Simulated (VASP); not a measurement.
# Be8Se3S5 (P1) in VASP: single point with PBEsol

Aim: the single point of Be8Se3S5 with PBEsol.

Everything below comes from runs of VASP 6.6.1. Logs are shortened: lines on timing, memory, paths and dates and some standing lists are left out, and cuts for length are marked.

## 1. The cell of the first run

The typed cell holds 64 atoms: a = 9.894 Å, b = 9.894 Å, c = 9.894 Å, α = 90.00°, β = 90.00°, γ = 90.00°.

## 2. Single point, PBEsol

The input, INCAR:

```
PREC = Accurate
ENCUT = 520
EDIFF = 1E-6
ISMEAR = -1
SIGMA = 0.05
LREAL = Auto
LASPH = T
NELM = 60
ALGO = Normal
ISIF = 2
LWAVE = F
LCHARG = F
GGA = PS
ISYM = 0
NBANDS = 166
```

The input, KPOINTS:

```
Automatic mesh
0
Gamma
  1 1 1
  0.25 0.25 0.25
```

The input, POSCAR:

```
Be8Se3S5
1.0
    9.8942654774      0.0000000000      0.0000000000
    0.0000000000      9.8942654774      0.0000000000
    0.0000000000      0.0000000000      9.8942654774
Be S Se
32 20 12
Direct
    0.0009380000      0.9994750000      0.9997970000
    0.9951500000      0.9963660000      0.4966620000
    0.9996290000      0.5006750000      0.9905930000
    0.9963090000      0.5053210000      0.5057400000
    0.5004670000      0.0014790000      0.0007330000
    0.4905540000      0.9995790000      0.5004980000
    0.5003710000      0.5002590000      0.9996420000
    0.5007140000      0.4905780000      0.5016060000
    0.2433870000      0.2434380000      0.9952380000
    0.2581690000      0.2482860000      0.5003980000
    0.2483850000      0.7617360000      0.0002410000
    0.2429030000      0.7551990000      0.5062970000
    0.7489100000      0.2384340000      0.0004410000
    0.7557390000      0.2533570000      0.4969750000
    0.7561080000      0.7556990000      0.9955020000
    0.7585820000      0.7515010000      0.5008340000
    0.2486740000      0.0007870000      0.2501780000
    0.2520270000      0.9957990000      0.7557110000
    0.2477910000      0.5001340000      0.2495910000
    0.2436120000      0.4961290000      0.7440510000
    0.7542290000      0.0047480000      0.2445870000
    0.7551190000      0.9960280000      0.7540710000
    0.7507630000      0.5005780000      0.2604840000
    0.7593050000      0.5005430000      0.7507510000
    0.0015200000      0.2391300000      0.2496980000
    0.9945640000      0.2529180000      0.7537770000
    0.9943630000      0.7558260000      0.2546250000
    0.0016620000      0.7514430000      0.7506850000
    0.5060790000      0.2429420000      0.2546190000
    0.4897930000      0.2485100000      0.7507390000
    0.4944770000      0.7568120000      0.2449760000
    0.5011770000      0.7604050000      0.7494280000
    0.1248480000      0.1209300000      0.1241050000
    0.1222830000      0.6273750000      0.6271640000
    0.6255660000      0.1222300000      0.1256000000
    0.3734130000      0.3735750000      0.6258390000
    0.3734150000      0.8816110000      0.1241520000
    0.3718800000      0.8773080000      0.6273730000
    0.8768040000      0.3766750000      0.6259230000
    0.8767200000      0.8785170000      0.1240760000
    0.8780930000      0.8747370000      0.6271120000
    0.3751110000      0.1236120000      0.3746010000
    0.3730890000      0.1224330000      0.8768250000
    0.8755970000      0.1237100000      0.3743410000
    0.8766300000      0.1222410000      0.8767070000
    0.8768280000      0.6274590000      0.3787090000
    0.8782470000      0.6287150000      0.8727090000
    0.1231630000      0.3736880000      0.8725170000
    0.1230860000      0.8772500000      0.3760140000
    0.1237220000      0.8773320000      0.8756860000
    0.6272200000      0.3723300000      0.3774030000
    0.6270870000      0.8784640000      0.8766310000
    0.1245320000      0.1238210000      0.6268820000
    0.1218460000      0.6298670000      0.1241820000
    0.6253380000      0.1247870000      0.6257040000
    0.6281720000      0.6284610000      0.1256330000
    0.6276310000      0.6259210000      0.6257750000
    0.3748180000      0.3695830000      0.1254210000
    0.8753250000      0.3725190000      0.1253940000
    0.3734030000      0.6272100000      0.3785600000
    0.3721610000      0.6285510000      0.8727970000
    0.1233980000      0.3736750000      0.3783500000
    0.6266720000      0.3721510000      0.8740280000
    0.6265000000      0.8782300000      0.3744160000
```

Potentials or basis: VASP PAW PBE potentials, release 64 (Be, S, Se).

Started as:

```bash
cat potpaw_PBE.64/Be/POTCAR potpaw_PBE.64/S/POTCAR potpaw_PBE.64/Se/POTCAR > POTCAR
mpirun -np 1 vasp_std > vasp.out
```

OUTCAR:

```text
PREC = Accurate
   ENCUT = 520
   EDIFF = 1E-6
   ISMEAR = -1
   LREAL = Auto
   LASPH = T
   NELM = 60
   ISIF = 2
   GGA = PS
   ISYM = 0

 ion  position               nearest neighbor table
   1  0.001  0.999  1.000-  50 2.11  40 2.11  33 2.11  45 2.11
   2  0.995  0.996  0.497-  49 2.10  44 2.11  41 2.11  53 2.21
   3  1.000  0.501  0.991-  47 2.10  48 2.11  54 2.20  59 2.21
   4  0.996  0.505  0.506-  39 2.11  46 2.11  34 2.11  62 2.21
   5  0.500  0.001  0.001-  37 2.12  35 2.12  43 2.13  52 2.14
   6  0.491  1.000  0.500-  42 2.09  38 2.10  64 2.19  55 2.20
[... 56 lines left out ...]
  63  0.627  0.372  0.874-   7 2.17  13 2.19  30 2.20  24 2.20
  64  0.627  0.878  0.374-  31 2.19   6 2.19  21 2.19  16 2.20

IMPORTANT INFORMATION: All symmetrisations will be switched off!
NOSYMM: (Re-)initialisation of all symmetry stuff for point group C_1.

----------------------------------------------------------------------------------------

                                     Primitive cell

  volume of cell :     968.6139

  direct lattice vectors                    reciprocal lattice vectors
     9.894265477  0.000000000  0.000000000     0.101068644  0.000000000  0.000000000
     0.000000000  9.894265477  0.000000000     0.000000000  0.101068644  0.000000000
     0.000000000  0.000000000  9.894265477     0.000000000  0.000000000  0.101068644

  length of vectors
     9.894265477  9.894265477  9.894265477     0.101068644  0.101068644  0.101068644

  position of ions in fractional coordinates (direct lattice)
     0.000938000  0.999475000  0.999797000
     0.995150000  0.996366000  0.496662000
     0.999629000  0.500675000  0.990593000
     0.996309000  0.505321000  0.505740000
     0.500467000  0.001479000  0.000733000
     0.490554000  0.999579000  0.500498000
[... 56 lines left out ...]
     0.626672000  0.372151000  0.874028000
     0.626500000  0.878230000  0.374416000

  ion indices of the primitive-cell ions
   primitive index   ion index
                 1           1
                 2           2
                 3           3
                 4           4
                 5           5
                 6           6
[... 56 lines left out ...]
                63          63
                64          64

----------------------------------------------------------------------------------------

 KPOINTS: Automatic mesh

Automatic generation of k-mesh.
 Grid dimensions read from file:
 generate k-points for:    1    1    1

 Generating k-lattice:

  Cartesian coordinates                     Fractional coordinates (reciprocal lattice)
     0.101068644  0.000000000  0.000000000     1.000000000  0.000000000  0.000000000
     0.000000000  0.101068644  0.000000000     0.000000000  1.000000000  0.000000000
     0.000000000  0.000000000  0.101068644     0.000000000  0.000000000  1.000000000

  Length of vectors
     0.101068644  0.101068644  0.101068644

  Shift w.r.t. Gamma in fractional coordinates (k-lattice)
     0.250000000  0.250000000  0.250000000

 Subroutine IBZKPT returns following result:
 ===========================================

 Found      4 irreducible k-points:

 Following reciprocal coordinates:
            Coordinates               Weight
  0.250000  0.250000  0.250000      2.000000
 -0.250000  0.250000  0.250000      2.000000
 -0.250000 -0.250000  0.250000      2.000000
  0.250000 -0.250000  0.250000      2.000000
   k-points           NKPTS =      4   k-points in BZ     NKDIM =      4   number of bands    NBANDS=    166
   number of dos      NEDOS =    301   number of ions     NIONS =     64
   total plane-waves  NPLWV = 512000
   dimension x,y,z NGX =    80 NGY =   80 NGZ =   80
   dimension x,y,z NGXF=   160 NGYF=  160 NGZF=  160
   ions per type =              32  20  12
   NGX,Y,Z   is equivalent  to a cutoff of  13.44, 13.44, 13.44 a.u.
   NGXF,Y,Z  is equivalent  to a cutoff of  26.88, 26.88, 26.88 a.u.
 SYSTEM =  unknown system
   PREC   = accura    normal or accurate (medium, high low for compatibility)
   ISTART =      0    job   : 0-new  1-cont  2-samecut
   ICHARG =      2    charge: 1-file 2-atom 10-const
   ISPIN  =      1    spin polarized calculation?
   LNONCOLLINEAR =      F non collinear calculations
   LSORBIT =      F    spin-orbit coupling
   LASPH  =      T    aspherical Exc in radial PAW
   ENCUT  =  520.0 eV  38.22 Ry    6.18 a.u.  18.40 18.40 18.40*2*pi/ulx,y,z
   NELM   =     60;   NELMIN=  2; NELMDL= -5     # of ELM steps
   EDIFF  = 0.1E-05   stopping-criterion for ELM
   LREAL  =      T    real-space projection
   EDIFFG = 0.1E-04   stopping-criterion for IOM
   NSW    =      0    number of steps for IOM
   IBRION =     -1    ionic relax: 0-MD 1-quasi-New 2-CG
   NFREE  =      0    steps in history (QN), initial steepest desc. (CG)
   ISIF   =      2    stress and relaxation
   ISYM   =      0    0-nonsym 1-usesym 2-fastsym
   POTIM  = 0.5000    time-step for ionic-motion
   TEBEG  =    0.0;   TEEND  =   0.0 temperature during run
   PSTRESS=    0.0 pullay stress
   NELECT =     256.0000    total number of electrons
   NUPDOWN=      -1.0000    fix difference up-down
   EMIN   =  10.00;   EMAX   =-10.00  energy-range for DOS
   EFERMI =   0.00;   METHOD = LEGACY
   ISMEAR =    -1;   SIGMA  =   0.05  broadening in eV -4-tet -1-fermi 0-gaus
   EFERMI_NEDOS =   21; number of points for ismear=-14 and -15
   IALGO  =     38    algorithm
   IMIX   =      4    mixing-type and parameters
     AMIX     =   0.40;   BMIX     =  1.00
     AMIX_MAG =   1.60;   BMIX_MAG =  1.00
  volume/ion in A,a.u.               =      15.13       102.13
  Fermi-wavevector in a.u.,A,eV,Ry     =   1.050601  1.985349 15.017608  1.103763
  Thomas-Fermi vector in A             =   2.185611
   LORBIT       =      0    0 simple, 1 ext, 2 COOP (PROOUT), +10 PAW based schemes
   GGA     = PS    functional components
   LHFCALC =     F    Hartree Fock is set to
   AEXX    =    0.0000 exact exchange contribution
   IVDW    =     0    specifies the selected vdW correction
   LEPSILON=     F    determine dielectric tensor
   LRPA    =     F    only Hartree local field effects (RPA)
 non-spin polarized calculation
  energy-cutoff  :      520.00
  volume of cell :      968.61
 maximum number of plane-waves:     26094
 NGX is ok and might be reduce to    80
   NGX = 37   NGY = 37   NGZ = 37

 number of electron     255.9999991 magnetization

 Free energy of the ion-electron system (eV)
  ---------------------------------------------------
  ext. energy  EPLUGINS =         0.00000000
  ---------------------------------------------------
  free energy    TOTEN  =      -323.89571477 eV

  energy without entropy =     -323.89571477  energy(sigma->0) =     -323.89571477

 E-fermi :   5.0341     XC(G=0):  -9.8171

 val. band max:        3.8486489132   @ k =   0.2500  -0.2500   0.2500
 cond. band min:       7.1394179686   @ k =   0.2500   0.2500   0.2500
 fundamental gap:      3.2907690554
 Fermi energy:         5.0340753257

 k-point     1 :       0.2500    0.2500    0.2500
  band No.  band energies     occupation
      1      -9.7669      2.00000
      2      -9.3663      2.00000
      3      -9.3330      2.00000
      4      -9.3103      2.00000
      5      -9.0031      2.00000
      6      -8.9632      2.00000
[... 132 lines left out ...]
    139       8.7423      0.00000
    140       8.7769      0.00000

 k-point     2 :      -0.2500    0.2500    0.2500
  band No.  band energies     occupation
      1      -9.7670      2.00000
      2      -9.3615      2.00000
      3      -9.3362      2.00000
      4      -9.3126      2.00000
      5      -8.9971      2.00000
      6      -8.9675      2.00000
[... 132 lines left out ...]
    139       8.7480      0.00000
    140       8.7677      0.00000

 k-point     3 :      -0.2500   -0.2500    0.2500
  band No.  band energies     occupation
      1      -9.7670      2.00000
      2      -9.3549      2.00000
      3      -9.3446      2.00000
      4      -9.3112      2.00000
      5      -8.9891      2.00000
      6      -8.9765      2.00000
[... 132 lines left out ...]
    139       8.7371      0.00000
    140       8.7656      0.00000

 k-point     4 :       0.2500   -0.2500    0.2500
  band No.  band energies     occupation
      1      -9.7670      2.00000
      2      -9.3563      2.00000
      3      -9.3337      2.00000
      4      -9.3216      2.00000
      5      -8.9905      2.00000
      6      -8.9643      2.00000
[... 132 lines left out ...]
    139       8.7431      0.00000
    140       8.7653      0.00000
 [bands above 140 left out]

------------------------ aborting loop because EDIFF is reached ----------------------------------------

  FORCE on cell =-STRESS in cart. coord.  units (eV):
  Direction    XX          YY          ZZ          XY          YZ          ZX
  --------------------------------------------------------------------------------------
  -------------------------------------------------------------------------------------
  Total        1.2629988      1.3910690      1.4447352     -0.5295488     -0.5230075     -0.5018477
  in kB        2.0891174      2.3009574      2.3897263     -0.8759229     -0.8651031     -0.8301028
  external PRESSURE =       2.2599337 kB  Pullay stress =       0.0000000 kB

 VOLUME and BASIS-vectors are now :
 -----------------------------------------------------------------------------
  energy-cutoff  :      520.00
  volume of cell :      968.61
      direct lattice vectors                 reciprocal lattice vectors
     9.894265477  0.000000000  0.000000000     0.101068644  0.000000000  0.000000000
     0.000000000  9.894265477  0.000000000     0.000000000  0.101068644  0.000000000
     0.000000000  0.000000000  9.894265477     0.000000000  0.000000000  0.101068644

 POSITION                                       TOTAL-FORCE (eV/Angst)
 -----------------------------------------------------------------------------------
      0.00928      9.88907      9.89226         0.026830      0.018414      0.025615
      9.84628      9.85831      4.91411         0.028437      0.022178      0.031254
      9.89059      4.95381      9.80119         0.029851      0.028258      0.005744
      9.85775      4.99978      5.00393         0.022222      0.045435      0.041501
      4.95175      0.01463      0.00725         0.025649      0.025715      0.019111
      4.85367      9.89010      4.95206         0.015079      0.028932      0.032756
[... 56 lines left out ...]
      6.20046      3.68216      8.64787        -0.037794     -0.023134     -0.019739
      6.19876      8.68944      3.70457        -0.026919     -0.020379     -0.021624
 -----------------------------------------------------------------------------------
    total drift:                                0.019428     -0.010817      0.022137

  FREE ENERGIE OF THE ION-ELECTRON SYSTEM (eV)
  ---------------------------------------------------
  free  energy   TOTEN  =      -323.8957147731 eV

  energy  without entropy=     -323.8957147730  energy(sigma->0) =     -323.89571477
```

Run time: 12 min. Hardware: 1 thread of Intel Xeon 6975P-C (Granite Rapids), shared host; peak memory 1.2 GiB.

What came out:

| Quantity | Value |
| --- | --- |
| Free energy | -323.8957 eV |
| Pressure | 0.2 GPa |
| Largest force | 0.070 eV/Å |
| Band gap on the k mesh | 3.29 eV, indirect (the least direct gap lies 3.7 meV higher) |

Forces on the atoms (eV/Å):
```
Be   0.027  0.018  0.026
Be   0.028  0.022  0.031
Be   0.030  0.028  0.006
Be   0.022  0.045  0.042
Be   0.026  0.026  0.019
Be   0.015  0.029  0.033
Be   0.022  0.025  0.020
Be   0.022  0.017  0.032
Be   0.012  0.012  0.020
Be   0.030  0.018  0.030
Be   0.017  0.056  0.017
Be   0.007  0.045  0.044
Be   0.039  0.005  0.023
Be   0.042  0.026  0.026
Be   0.040  0.038  0.005
Be   0.050  0.037  0.030
Be   0.018  0.028  0.030
Be   0.027  0.017  0.043
Be   0.017  0.031  0.030
Be   0.011  0.022  0.025
Be   0.045  0.025  0.023
Be   0.042  0.012  0.027
Be   0.032  0.026  0.041
Be   0.052  0.034  0.015
Be   0.030  0.010  0.035
Be   0.016  0.021  0.028
Be   0.018  0.042  0.036
Be   0.038  0.040  0.026
Be   0.036  0.013  0.037
Be   0.013  0.019  0.030
Be   0.015  0.046  0.023
Be   0.019  0.047  0.019
S   -0.020 -0.009 -0.029
S   -0.026 -0.043 -0.038
S   -0.048 -0.011 -0.034
S   -0.013 -0.017 -0.042
S   -0.021 -0.045 -0.023
S   -0.014 -0.041 -0.041
S   -0.044 -0.037 -0.034
S   -0.032 -0.026 -0.017
S   -0.041 -0.027 -0.035
S   -0.030 -0.020 -0.037
S   -0.008 -0.021 -0.028
S   -0.043 -0.019 -0.038
S   -0.032 -0.010 -0.025
S   -0.033 -0.043 -0.039
S   -0.044 -0.040 -0.007
S   -0.016 -0.010 -0.013
S   -0.012 -0.038 -0.040
S   -0.030 -0.038 -0.033
S   -0.044 -0.024 -0.041
S   -0.039 -0.022 -0.012
Se  -0.030 -0.023 -0.018
Se  -0.015 -0.040 -0.031
Se  -0.030 -0.012 -0.028
Se  -0.020 -0.033 -0.021
Se  -0.026 -0.034 -0.012
Se  -0.018 -0.027 -0.026
Se  -0.024 -0.025 -0.018
Se  -0.003 -0.035 -0.033
Se  -0.013 -0.034 -0.013
Se  -0.025 -0.035 -0.028
Se  -0.038 -0.023 -0.020
Se  -0.027 -0.020 -0.022
```

Levels at points of the mesh, in eV from the valence-band top:
```
           k point  band 125  band 126  band 127  band 128  band 129  band 130  band 131  band 132
(0.25, 0.25, 0.25)     -0.52     -0.42     -0.11     -0.05      3.29      3.39      3.43      4.07
```

Caveat: the k points lie up to 0.64 Å⁻¹ apart; the PAW data sets were made with another functional, which shifts forces and pressure a little.
